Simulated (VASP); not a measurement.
The system is Rh.

```
Rh
1.0
     0.00000    1.90299    1.90299
     1.90299    0.00000    1.90299
     1.90299    1.90299    0.00000
Rh
1
Direct
  0.00000 0.00000 0.00000
```

| Item | Value |
| --- | --- |
| Program | VASP 6.6.1 |
| Task | relaxation of cell and atoms |
| Functional | PBE |
| Potentials or basis | VASP PAW PBE potentials, release 64 (Rh_pv) |
| Cutoff | 600 eV |
| k mesh | 18 × 18 × 18 |
| Occupations | gaussian, width 0.1 eV |
| Spin | no spin polarisation |

At the start: pressure 5.0 GPa; volume 13.78 Å³/atom.

How do energy, volume and symmetry change on relaxing?

Over 4 steps the energy falls by 3.9 meV/atom and the volume is 14.04 Å³/atom (+1.8 %); space group Fm-3m (No. 225, to 0.05 Å).

The path:
| step | energy change (eV) | largest force (eV/Å) | pressure (GPa) | volume (Å³) |
| --- | --- | --- | --- | --- |
| 1 | 0.0000 | 0.0000 | 4.99 | 13.78 |
| 2 | 0.0162 | 0.0000 | -9.93 | 14.66 |
| 3 | -0.0039 | 0.0000 | -0.07 | 14.04 |
| 4 | -0.0039 | 0.0000 | 0.03 | 14.04 |

Final structure:
```cif
data_structure
_symmetry_space_group_name_H-M 'P 1'
_symmetry_Int_Tables_number 1
_cell_length_a 2.7077
_cell_length_b 2.7077
_cell_length_c 2.7077
_cell_angle_alpha 60.000
_cell_angle_beta 60.000
_cell_angle_gamma 60.000
_cell_volume 14.04
loop_
_atom_site_label
_atom_site_type_symbol
_atom_site_fract_x
_atom_site_fract_y
_atom_site_fract_z
_atom_site_occupancy
Rh1 Rh 0.00000 0.00000 0.00000 1
```
